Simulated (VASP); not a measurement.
# Ta: single point with LDA

Ta:

```
CELL_PARAMETERS angstrom
-1.65128 1.65128 1.65128
1.65128 -1.65128 1.65128
1.65128 1.65128 -1.65128
ATOMIC_POSITIONS crystal
Ta 0.00000 0.00000 0.00000
```

```yaml
Program: VASP 6.6.1
Task: single point
Functional: LDA
Potentials_or_basis: VASP PAW LDA potentials, release 64 (Ta_pv)
Cutoff: 500 eV
k_mesh: 10 × 10 × 10
Occupations: fermi-dirac, width 0.1 eV
Spin: no spin polarisation
```

```yaml
Pressure: -7.0 GPa
```

Levels at points of the mesh, in eV from the Fermi level:
| k point | band 1 | band 2 | band 3 | band 4 | band 5 | band 6 | band 7 | band 8 | band 9 | band 10 |
| --- | --- | --- | --- | --- | --- | --- | --- | --- | --- | --- |
| (0.00, 0.00, 0.00) | -32.92 | -32.92 | -32.92 | -7.85 | 0.65 | 0.65 | 0.65 | 3.91 | 3.91 | 13.66 |
| (0.50, 0.00, 0.00) | -34.12 | -33.31 | -32.93 | -4.38 | -1.60 | 1.73 | 3.79 | 4.80 | 7.73 | 11.67 |
| (0.50, 0.50, 0.50) | -33.76 | -33.76 | -33.76 | -3.83 | -3.83 | 6.76 | 6.76 | 6.76 | 8.74 | 8.74 |

Run time: 9.8 s on 1 thread of Intel Xeon 8259CL, with other jobs on the host, peak memory 0.13 GiB.

Caveat: spin-orbit coupling is left out, which moves the levels of the heavy elements.
